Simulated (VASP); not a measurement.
# BaHgI4 (P2/m) in VASP: further runs

The runs below take BaHgI4 through single point, relaxation of cell and atoms, with PBE.

Everything below comes from runs of VASP 6.6.1. Logs are shortened: lines on timing, memory, paths and dates and some standing lists are left out, and cuts for length are marked.

### 1 The cell of the first run

The structure is monoclinic, space group P2/m (No. 10). Conventional cell: a = 7.976 Å, b = 4.742 Å, c = 8.217 Å, α = 90.00°, β = 90.07°, γ = 90.00°. Ba (site symmetry 2/m) has 6 I at 3.44 to 3.46 Å within 4.5 Å. Within 4.1 Å of Hg (site symmetry 2/m) lie 6 I at 3.12 to 3.14 Å. Within 4.1 Å of I (site symmetry m) lie 1 Hg at 3.12 Å and 2 Ba at 3.44 Å. Within 4.8 Å of I (site symmetry m) lie 2 Hg at 3.14 Å and 1 Ba at 3.46 Å and 7 I at 4.12 to 4.74 Å.

The cell was generated, and may not be a known phase.

### 2 Single point, PBE

INCAR

```
PREC = Accurate
ENCUT = 520
EDIFF = 1E-6
ISMEAR = 0
SIGMA = 0.15
LREAL = F
LASPH = T
NELM = 60
ALGO = Normal
ISIF = 2
LWAVE = F
LCHARG = F
GGA = PE
NBANDS = 34
```

KPOINTS

```
Automatic mesh
0
Gamma
  2 3 2
```

POSCAR

```
BaHgI4
1.0
    8.2172847714      0.0000000000      0.0110600097
    0.0000000000      4.7422499109      0.0000000000
   -0.0201956918      0.0000000000      7.9763097817
Ba Hg I
1 1 4
Direct
    0.5000000000      0.5000000000      0.0000000000
    0.0000000000      0.0000000000      0.0000000000
    0.3025146731      0.0000000000      0.2367575080
    0.1349875236      0.5000000000      0.7824612842
    0.8650124764      0.5000000000      0.2175387158
    0.6974853269      0.0000000000      0.7632424920
```

Potentials or basis: VASP PAW PBE potentials, release 64 (Ba_sv, Hg, I).

Run with:

```bash
$ cat potpaw_PBE.64/Ba_sv/POTCAR potpaw_PBE.64/Hg/POTCAR potpaw_PBE.64/I/POTCAR > POTCAR
$ mpirun -np 1 vasp_std > vasp.out
```

OUTCAR:

```text
PREC = Accurate
   ENCUT = 520
   EDIFF = 1E-6
   ISMEAR = 0
   LREAL = F
   LASPH = T
   NELM = 60
   ISIF = 2
   GGA = PE

 ion  position               nearest neighbor table
   1  0.500  0.500  0.000-   3 3.44   6 3.44   3 3.44   6 3.44   5 3.46   4 3.46
   2  0.000  0.000  0.000-   3 3.12   6 3.12   5 3.14   4 3.14   4 3.14   5 3.14
   3  0.303  0.000  0.237-   2 3.12   1 3.44   1 3.44
   4  0.135  0.500  0.782-   2 3.14   2 3.14   1 3.46
   5  0.865  0.500  0.218-   2 3.14   2 3.14   1 3.46
   6  0.697  0.000  0.763-   2 3.12   1 3.44   1 3.44

  LATTYP: Found a simple monoclinic cell.
 ALAT       =     7.9763353490
 B/A-ratio  =     0.5945399364
 C/A-ratio  =     1.0302089688
 COS(beta)  =    -0.0011860099

  Lattice vectors:

 A1 = (  -0.0201956918,   0.0000000000,   7.9763097817)
 A2 = (   0.0000000000,  -4.7422499109,   0.0000000000)
 A3 = (   8.2172847714,   0.0000000000,   0.0110600097)

Analysis of symmetry for initial positions (statically):
=====================================================================
 Subroutine PRICEL returns:
 Original cell was already a primitive cell.

 Routine SETGRP: Setting up the symmetry group for a
 simple monoclinic supercell.

 Subroutine GETGRP returns: Found  4 space group operations
 (whereof  4 operations were pure point group operations)
 out of a pool of  4 trial point group operations.

The static configuration has the point symmetry C_2h.

Analysis of symmetry for dynamics (positions and initial velocities):
=====================================================================
 Subroutine PRICEL returns:
 Original cell was already a primitive cell.

 Routine SETGRP: Setting up the symmetry group for a
 simple monoclinic supercell.

 Subroutine GETGRP returns: Found  4 space group operations
 (whereof  4 operations were pure point group operations)
 out of a pool of  4 trial point group operations.

The dynamic configuration has the point symmetry C_2h.

 Subroutine INISYM returns: Found  4 space group operations
 (whereof  4 operations are pure point group operations),
 and found     1 'primitive' translations

----------------------------------------------------------------------------------------

                                     Primitive cell

  volume of cell :     310.8252

  direct lattice vectors                    reciprocal lattice vectors
     8.217284771  0.000000000  0.011060010     0.121694285  0.000000000  0.000308125
     0.000000000  4.742249911  0.000000000     0.000000000  0.210870371  0.000000000
    -0.020195692  0.000000000  7.976309782    -0.000168742  0.000000000  0.125370832

  length of vectors
     8.217292214  4.742249911  7.976335349     0.121694675  0.210870371  0.125370945

  position of ions in fractional coordinates (direct lattice)
     0.500000000  0.500000000  0.000000000
     0.000000000  0.000000000  0.000000000
     0.302514673  0.000000000  0.236757508
     0.134987524  0.500000000  0.782461284
     0.865012476  0.500000000  0.217538716
     0.697485327  0.000000000  0.763242492

  ion indices of the primitive-cell ions
   primitive index   ion index
                 1           1
                 2           2
                 3           3
                 4           4
                 5           5
                 6           6

----------------------------------------------------------------------------------------

 KPOINTS: Automatic mesh

Automatic generation of k-mesh.
 Grid dimensions read from file:
 generate k-points for:    2    3    2

 Generating k-lattice:

  Cartesian coordinates                     Fractional coordinates (reciprocal lattice)
     0.060847142  0.000000000  0.000154062     0.500000000  0.000000000  0.000000000
     0.000000000  0.070290124  0.000000000     0.000000000  0.333333333  0.000000000
    -0.000084371  0.000000000  0.062685416     0.000000000  0.000000000  0.500000000

  Length of vectors
     0.060847337  0.070290124  0.062685473

  Shift w.r.t. Gamma in fractional coordinates (k-lattice)
     0.000000000  0.000000000  0.000000000

 Subroutine IBZKPT returns following result:
 ===========================================

 Found      8 irreducible k-points:

 Following reciprocal coordinates:
            Coordinates               Weight
  0.000000  0.000000  0.000000      1.000000
  0.500000  0.000000  0.000000      1.000000
  0.000000  0.333333  0.000000      2.000000
  0.500000  0.333333  0.000000      2.000000
  0.000000  0.000000  0.500000      1.000000
  0.500000  0.000000  0.500000      1.000000
  0.000000  0.333333  0.500000      2.000000
  0.500000  0.333333  0.500000      2.000000
   k-points           NKPTS =      8   k-points in BZ     NKDIM =      8   number of bands    NBANDS=     34
   number of dos      NEDOS =    301   number of ions     NIONS =      6
   total plane-waves  NPLWV = 138240
   dimension x,y,z NGX =    64 NGY =   36 NGZ =   60
   dimension x,y,z NGXF=   128 NGYF=   72 NGZF=  120
[... 51 lines left out ...]

 number of electron      50.0000001 magnetization

 Free energy of the ion-electron system (eV)
  ---------------------------------------------------
  ext. energy  EPLUGINS =         0.00000000
  ---------------------------------------------------
  free energy    TOTEN  =       -13.87942732 eV

  energy without entropy =      -13.87942732  energy(sigma->0) =      -13.87942732

 E-fermi :   0.4698     XC(G=0):  -7.0231

 val. band max:       -0.1842243646   @ k =   0.5000   0.0000   0.0000
 cond. band min:       1.1093757926   @ k =   0.0000   0.0000   0.0000
 fundamental gap:      1.2936001572
 Fermi energy:         0.4698290572

 k-point     1 :       0.0000    0.0000    0.0000
  band No.  band energies     occupation
      1     -26.7438      2.00000
      2     -12.2769      2.00000
      3     -12.1270      2.00000
      4     -11.9194      2.00000
      5     -11.3980      2.00000
      6     -11.0516      2.00000
[... 26 lines left out ...]
     33       5.7024      0.00000
     34       5.9249      0.00000

 k-point     2 :       0.5000    0.0000    0.0000
  band No.  band energies     occupation
      1     -26.7438      2.00000
      2     -12.3086      2.00000
      3     -12.1476      2.00000
      4     -11.9194      2.00000
      5     -11.1152      2.00000
      6     -11.0670      2.00000
[... 26 lines left out ...]
     33       5.9656      0.00000
     34       6.0503      0.00000

 k-point     3 :       0.0000    0.3333    0.0000
  band No.  band energies     occupation
      1     -26.7380      2.00000
      2     -12.2700      2.00000
      3     -12.1202      2.00000
      4     -12.0509      2.00000
      5     -11.1955      2.00000
      6     -10.9495      2.00000
[... 26 lines left out ...]
     33       6.2318      0.00000
     34       6.6288      0.00000

 k-point     4 :       0.5000    0.3333    0.0000
  band No.  band energies     occupation
      1     -26.7380      2.00000
      2     -12.2631      2.00000
      3     -12.1471      2.00000
      4     -12.0513      2.00000
      5     -11.0534      2.00000
      6     -11.0015      2.00000
[... 26 lines left out ...]
     33       6.1836      0.00000
     34       6.5485      0.00000

 k-point     5 :       0.0000    0.0000    0.5000
  band No.  band energies     occupation
      1     -26.7438      2.00000
      2     -12.2777      2.00000
      3     -12.1290      2.00000
      4     -11.9193      2.00000
      5     -11.3725      2.00000
      6     -11.0597      2.00000
[... 26 lines left out ...]
     33       5.7297      0.00000
     34       6.0022      0.00000

 k-point     6 :       0.5000    0.0000    0.5000
  band No.  band energies     occupation
      1     -26.7438      2.00000
      2     -12.3070      2.00000
      3     -12.1485      2.00000
      4     -11.9194      2.00000
      5     -11.1211      2.00000
      6     -11.0569      2.00000
[... 26 lines left out ...]
     33       5.9135      0.00000
     34       6.1007      0.00000

 k-point     7 :       0.0000    0.3333    0.5000
  band No.  band energies     occupation
      1     -26.7381      2.00000
      2     -12.2687      2.00000
      3     -12.1208      2.00000
      4     -12.0521      2.00000
      5     -11.1810      2.00000
      6     -10.9638      2.00000
[... 26 lines left out ...]
     33       5.9309      0.00000
     34       6.4507      0.00000

 k-point     8 :       0.5000    0.3333    0.5000
  band No.  band energies     occupation
      1     -26.7380      2.00000
      2     -12.2620      2.00000
      3     -12.1452      2.00000
      4     -12.0525      2.00000
      5     -11.0664      2.00000
      6     -10.9950      2.00000
[... 26 lines left out ...]
     33       5.9500      0.00000
     34       6.2937      0.00000

------------------------ aborting loop because EDIFF is reached ----------------------------------------

  FORCE on cell =-STRESS in cart. coord.  units (eV):
  Direction    XX          YY          ZZ          XY          YZ          ZX
  --------------------------------------------------------------------------------------
  -------------------------------------------------------------------------------------
  Total        0.3438122      0.2879810      0.0302908      0.0000000      0.0000000     -0.1866952
  in kB        1.7722118      1.4844249      0.1561369      0.0000000      0.0000000     -0.9623377
  external PRESSURE =       1.1375912 kB  Pullay stress =       0.0000000 kB

 VOLUME and BASIS-vectors are now :
 -----------------------------------------------------------------------------
  energy-cutoff  :      520.00
  volume of cell :      310.83
      direct lattice vectors                 reciprocal lattice vectors
     8.217284771  0.000000000  0.011060010     0.121694285  0.000000000  0.000308125
     0.000000000  4.742249911  0.000000000     0.000000000  0.210870371  0.000000000
    -0.020195692  0.000000000  7.976309782    -0.000168742  0.000000000  0.125370832

 POSITION                                       TOTAL-FORCE (eV/Angst)
 -----------------------------------------------------------------------------------
      4.10864      2.37112      0.00553        -0.000000      0.000000      0.000000
      0.00000      0.00000      0.00000         0.000000      0.000000      0.000000
      2.48107      0.00000      1.89180        -0.057120      0.000000     -0.000522
      1.09343      2.37112      6.24265        -0.012708     -0.000000     -0.034398
      7.10366      2.37112      1.74472         0.012708      0.000000      0.034398
      5.71602      0.00000      6.09557         0.057120      0.000000      0.000522
 -----------------------------------------------------------------------------------
    total drift:                                0.000000     -0.000000      0.000000

  FREE ENERGIE OF THE ION-ELECTRON SYSTEM (eV)
  ---------------------------------------------------
  free  energy   TOTEN  =       -13.8794273205 eV

  energy  without entropy=      -13.8794273204  energy(sigma->0) =      -13.87942732
```

It took 1.8 min on 1 thread of AMD EPYC 7R43 (Zen 3), shared host; peak memory 0.36 GiB.

What came out:

| Property | Result |
| --- | --- |
| Free energy | -13.8794 eV |
| Pressure | 0.1 GPa |
| Largest force | 0.057 eV/Å |
| Band gap on the k mesh | 1.29 eV (least direct gap 1.33 eV) |

Forces on the atoms (eV/Å):
```
Ba   0.000  0.000  0.000
Hg   0.000  0.000  0.000
I   -0.057  0.000 -0.001
I   -0.013  0.000 -0.034
I    0.013  0.000  0.034
I    0.057  0.000  0.001
```

Stress tensor (GPa, compression positive):
```
 0.18  0.00 -0.10
 0.00  0.15  0.00
-0.10  0.00  0.02
```

Levels at points of the mesh, in eV from the valence-band top:
| k point | band 21 | band 22 | band 23 | band 24 | band 25 | band 26 | band 27 | band 28 | band 29 | band 30 |
| --- | --- | --- | --- | --- | --- | --- | --- | --- | --- | --- |
| (0.00, 0.00, 0.00) | -0.23 | -0.21 | -0.18 | -0.17 | -0.04 | 1.29 | 3.77 | 4.57 | 4.88 | 5.11 |
| (0.50, 0.00, 0.00) | -0.38 | -0.34 | -0.31 | -0.18 | 0.00 | 1.76 | 3.74 | 4.69 | 4.98 | 5.19 |
| (0.00, 0.00, 0.50) | -0.59 | -0.23 | -0.20 | -0.17 | -0.06 | 1.53 | 3.78 | 4.66 | 5.06 | 5.14 |
| (0.50, 0.00, 0.50) | -0.55 | -0.45 | -0.34 | -0.28 | -0.02 | 1.80 | 3.72 | 4.84 | 5.00 | 5.19 |

Caveat: the k points lie up to 0.44 Å⁻¹ apart; spin-orbit coupling is left out, which moves the levels of the heavy elements.

### 3 Single point, PBE

This run uses another cell than the first one, of 50.77 Å³/atom.

INCAR

```
SYSTEM = BaHgI4
PREC = Accurate
ENCUT = 520
EDIFF = 1E-6
ISMEAR = 0
SIGMA = 0.1
LREAL = .False.
LASPH = .True.
NELM = 100
ALGO = Normal
ISIF = 2
LWAVE = .False.
LCHARG = .False.
GGA = PE
NBANDS = 34
```

KPOINTS

```
regular mesh
0
Gamma
  4 2 2
  0 0 0
```

POSCAR

```
BaHgI4
1.0
    0.0000000000     -4.7244157835      0.0000000000
   -7.7865808341      0.0000000000      0.0559841323
    0.0671892550      0.0000000000     -8.2803959337
Ba Hg I
1 1 4
Direct
    0.5000000000      1.0000000000      0.5000000000
    1.0000000000      1.0000000000      1.0000000000
    1.0000000000      0.7610911681      0.6989040176
    0.5000000000      0.2229343805      0.8651059554
    0.5000000000      0.7770656195      0.1348940446
    1.0000000000      0.2389088319      0.3010959824
```

Potentials or basis: VASP PAW PBE potentials, release 64 (Ba_sv, Hg, I).

Run with:

```bash
$ cat potpaw_PBE.64/Ba_sv/POTCAR potpaw_PBE.64/Hg/POTCAR potpaw_PBE.64/I/POTCAR > POTCAR
$ mpirun -np 1 vasp_std > vasp.out
```

Run time: 2.4 min. Hardware: 1 thread of AMD EPYC 7R43 (Zen 3), shared host; peak memory 0.4 GiB.

The run converged. Its results:

```yaml
Free_energy: -13.9051 eV
Pressure: 0.1 GPa
Largest_force: 0.046 eV/Å
Band_gap_on_the_k_mesh: 1.27 eV (least direct gap 1.34 eV)
```

Forces in eV/Å, atoms in the order of the input:
```
Ba   0.000  0.000  0.000
Hg   0.000  0.000  0.000
I    0.040  0.000 -0.023
I   -0.022  0.000 -0.031
I    0.022  0.000  0.031
I   -0.040  0.000  0.023
```

Levels at points of the mesh, in eV from the valence-band top:
```
           k point  band 21  band 22  band 23  band 24  band 25  band 26  band 27  band 28  band 29  band 30
(0.00, 0.00, 0.00)    -0.27    -0.26    -0.23    -0.22    -0.07     1.27     3.67     4.53     4.82     5.03
(0.50, 0.00, 0.00)    -0.97    -0.83    -0.38    -0.37     0.00     1.95     4.24     4.40     5.48     6.07
(0.00, 0.50, 0.00)    -0.66    -0.30    -0.30    -0.21    -0.10     1.54     3.67     4.64     4.97     5.09
(0.50, 0.50, 0.00)    -0.85    -0.83    -0.50    -0.13    -0.04     2.01     4.24     4.60     5.54     5.75
(0.00, 0.00, 0.50)    -0.44    -0.42    -0.33    -0.20    -0.03     1.77     3.63     4.66     4.88     5.13
(0.50, 0.00, 0.50)    -0.78    -0.70    -0.58    -0.11    -0.06     1.62     4.19     4.27     5.14     6.02
(0.00, 0.50, 0.50)    -0.62    -0.49    -0.41    -0.32    -0.06     1.79     3.62     4.80     4.89     5.12
(0.50, 0.50, 0.50)    -0.77    -0.58    -0.45    -0.15    -0.10     1.54     4.22     4.41     5.40     5.44
```

Caveat: spin-orbit coupling is left out, which moves the levels of the heavy elements. A k mesh can miss the band edges.

### 4 Relaxation of cell and atoms, PBE

This run uses another cell than the first one, of 44.58 Å³/atom.

INCAR

```
SYSTEM = BaHgI4
ALGO = Normal
EDIFF = 1E-7
EDIFFG = -0.08
ENCUT = 600
GGA = PE
IBRION = 2
ISIF = 3
ISMEAR = 0
LASPH = .True.
LCHARG = .False.
LREAL = .False.
LWAVE = .False.
NELM = 60
NSW = 36
PREC = Accurate
SIGMA = 0.15
```

KPOINTS

```
k-points
0
Gamma
  2 3 2
  0 0 0
```

POSCAR

```
BaHgI4
1.0
    7.6445226600      0.0000000000      0.0000000000
    0.0000000000      4.3963992100      0.0000000000
   -0.0294998700      0.0000000000      7.9586195400
Ba Hg I
1 1 4
Direct
    0.5000000000      0.5000000000      0.0000000000
    0.0000000000      0.0000000000      0.0000000000
    0.3213580000      0.0000000000      0.2390520000
    0.1536250000      0.5000000000      0.7693899900
    0.8463750000      0.5000000000      0.2306100100
    0.6786420000      0.0000000000      0.7609480000
```

Run with:

```bash
$ cat potpaw_PBE.64/Ba_sv/POTCAR potpaw_PBE.64/Hg/POTCAR potpaw_PBE.64/I/POTCAR > POTCAR
$ mpirun -np 1 vasp_std > vasp.out
```

It took 14 min on 1 thread of AMD EPYC 7R43 (Zen 3), shared host; peak memory 0.42 GiB.

It converged, with:

* Free energy: -13.8767 eV
* Relaxed volume: 50.82 Å³/atom
* Relaxed cell: a = 8.218 Å, b = 4.811 Å, c = 7.713 Å, α = 90.00°, β = 90.00°, γ = 90.00°
* Space group after relaxing (to 0.1 Å): P2/m (No. 10)
* Energy gained by relaxing: 108.4 meV/atom
* Ionic steps: 9
* Pressure after relaxing: 0.0 GPa
* Largest force after relaxing: 0.077 eV/Å
* Band gap on the k mesh: 1.19 eV (least direct gap 1.27 eV)

Forces on the atoms (eV/Å):
```
Ba   0.000  0.000  0.000
Hg   0.000  0.000  0.000
I   -0.073  0.000 -0.023
I   -0.013  0.000 -0.033
I    0.013  0.000  0.033
I    0.073  0.000  0.023
```

Stress tensor (GPa, compression positive):
```
 0.06  0.00 -0.13
 0.00 -0.14  0.00
-0.13  0.00  0.01
```

Step by step:
| step | energy change (eV) | largest force (eV/Å) | pressure (GPa) | volume (Å³) |
| --- | --- | --- | --- | --- |
| 1 | 0.0000 | 1.0647 | 3.63 | 267.48 |
| 2 | -0.4721 | 0.4858 | -0.29 | 308.49 |
| 3 | -0.4729 | 0.4795 | -0.17 | 306.48 |
| 4 | -0.5238 | 0.4122 | -0.15 | 306.27 |
| 5 | -0.6231 | 0.1922 | -0.05 | 305.31 |
| 6 | -0.5341 | 0.6024 | 0.32 | 301.80 |
| 7 | -0.6410 | 0.1345 | 0.01 | 304.58 |
| 8 | -0.6413 | 0.1256 | 0.02 | 304.45 |
| 9 | -0.6507 | 0.0766 | -0.02 | 304.93 |

Final structure:
```
CELL_PARAMETERS angstrom
8.21832 0.00000 0.01279
0.00000 4.81067 0.00000
-0.01180 0.00000 7.71273
ATOMIC_POSITIONS crystal
Ba 0.50000 0.50000 0.00000
Hg 0.00000 0.00000 0.00000
I 0.30359 0.00000 0.24309
I 0.13459 0.50000 0.77671
I 0.86541 0.50000 0.22329
I 0.69641 0.00000 0.75691
```

Levels at points of the mesh, in eV from the valence-band top:
```csv
k point,band 22,band 23,band 24,band 25,band 26,band 27,band 28,band 29
"(0.00, 0.00, 0.00)",-0.23,-0.22,-0.13,-0.08,1.19,3.79,4.50,4.85
"(0.50, 0.00, 0.00)",-0.42,-0.25,-0.19,-0.04,1.68,3.76,4.64,4.93
"(0.00, 0.00, 0.50)",-0.31,-0.24,-0.21,-0.11,1.47,3.82,4.62,5.03
"(0.50, 0.00, 0.50)",-0.49,-0.42,-0.29,-0.07,1.69,3.75,4.79,4.95
```

Caveat: the k points lie up to 0.44 Å⁻¹ apart in the final cell; spin-orbit coupling is left out, which moves the levels of the heavy elements; the relaxation stopped at a loose force limit of 0.08 eV/Å, so its end isn't a converged minimum.

### 5 The runs side by side

```tsv
task	cell	k mesh	cutoff (eV)	smearing	gap on the mesh (eV)	pressure (GPa)	largest force (eV/Å)
single point	a = 8.217, b = 4.742, c = 7.976 Å, angles 90.0, 90.1, 90.0°, 6 atoms, atomic positions A	2 × 3 × 2	520	gaussian 0.15 eV	1.29	0.1	0.06
single point	a = 4.724, b = 7.787, c = 8.281 Å, angles 90.9, 90.0, 90.0°, 6 atoms, atomic positions B	4 × 2 × 2	520	gaussian 0.1 eV	1.27	0.1	0.05
relaxation of cell and atoms	relaxed from a = 7.645, b = 4.396, c = 7.959 Å, angles 90.0, 90.2, 90.0°, 6 atoms, atomic positions C	2 × 3 × 2	600	gaussian 0.15 eV	1.19	0.0	0.08
```

Alike in all rows: level PBE; potentials or basis VASP PAW PBE potentials, release 64 (Ba_sv, Hg, I); no spin polarisation.

Caveats: some runs use coarse meshes; spin-orbit coupling is left out, which moves the levels of the heavy elements; the relaxation stopped at a loose force limit of 0.08 eV/Å, so its end isn't a converged minimum (at least some runs).

Total energies depend on the potentials used, so only differences within one code and one set of settings carry meaning.
